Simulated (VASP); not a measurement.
Mg, 2 atoms in the cell. The structure is hexagonal, space group P6_3/mmc (No. 194). The conventional cell has a = 3.166 Å, b = 3.166 Å, c = 5.140 Å, α = 90.00°, β = 90.00°, γ = 120.00°. Within 4.1 Å of Mg (site symmetry -6m2) lie 12 Mg at 3.15 to 3.17 Å. 

* Program: VASP 6.6.1
* Task: single point
* Functional: SVWN5
* Potentials or basis: VASP PAW PBE potentials, release 64 (Mg)
* Cutoff: 520 eV
* k mesh: 10 × 10 × 5
* Occupations: fermi-dirac, width 0.05 eV
* Spin: no spin polarisation
* Dipole correction: no
* Further INCAR settings: ALGO = Fast; EDIFF = 1e-06; NBANDS = 9

Potentials or basis: VASP PAW PBE potentials, release 64 (Mg).

Command:

```bash
$ cat potpaw_PBE.64/Mg/POTCAR > POTCAR
$ mpirun -np 1 vasp_std > vasp.out
```

Hardware: 1 thread of Intel(R) Xeon(R) 6975P-C (Granite Rapids), on a shared host.

How long does it take, and how much memory?

It took 4.4 s on 1 thread of Intel(R) Xeon(R) 6975P-C (Granite Rapids) (shared host), peak memory 0.14 GiB. Counts: scf iterations 9, k points 42.
